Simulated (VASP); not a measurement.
The system is As.

```xyz
2
Lattice="1.8808 1.0859 3.5141 -1.8808 1.0859 3.5141 0.0000 -2.1718 3.5141" Properties=species:S:1:pos:R:3 pbc="T T T"
As    0.0000    0.0000    2.3825
As    0.0000    0.0000    8.1597
```

| Item | Value |
| --- | --- |
| Program | VASP 6.6.1 |
| Task | relaxation of cell and atoms |
| Functional | PBEsol |
| Dispersion | D3(BJ) |
| Potentials or basis | VASP PAW PBE potentials, release 64 (As) |
| Cutoff | 600 eV |
| k mesh | 9 × 9 × 9 |
| Occupations | fermi-dirac, width 0.05 eV |
| Spin | no spin polarisation |

At the start: pressure -2.1 GPa; volume 21.53 Å³/atom.

Problem. Where does the relaxation end?

Solution. Over 14 steps the energy falls by 31.6 meV/atom and the volume is 19.87 Å³/atom (-7.7 %); space group R-3m (No. 166, to 0.05 Å).

Step by step:
| step | energy change (eV) | largest force (eV/Å) | pressure (GPa) | volume (Å³) |
| --- | --- | --- | --- | --- |
| 1 | 0.0000 | 0.4353 | -2.08 | 43.06 |
| 2 | -0.0299 | 0.3557 | -0.06 | 41.34 |
| 3 | -0.0364 | 0.3279 | 1.54 | 40.18 |
| 4 | -0.0532 | 0.0483 | -0.15 | 40.13 |
| 5 | -0.0542 | 0.1602 | -0.64 | 40.11 |
| 6 | -0.0610 | 0.1080 | -0.01 | 39.65 |
| 7 | -0.0620 | 0.0840 | 0.31 | 39.44 |
| 8 | -0.0620 | 0.0804 | 0.35 | 39.41 |
| 9 | -0.0629 | 0.0580 | -0.06 | 39.66 |
| 10 | -0.0630 | 0.0485 | -0.22 | 39.75 |
| 11 | -0.0631 | 0.0218 | 0.15 | 39.67 |
| 12 | -0.0631 | 0.0020 | 0.02 | 39.70 |
| 13 | -0.0632 | 0.0013 | 0.02 | 39.71 |
| 14 | -0.0632 | 0.0001 | 0.02 | 39.74 |

Final structure:
```
CELL_PARAMETERS angstrom
1.87603 1.08312 3.25919
-1.87603 1.08312 3.25919
0.00000 -2.16625 3.25919
ATOMIC_POSITIONS crystal
As 0.23265 0.23265 0.23265
As 0.76735 0.76735 0.76735
```

Caveat: the PAW data sets were made with another functional, which shifts forces and pressure a little; pairwise dispersion overbinds metals, which lowers pressure and volume.
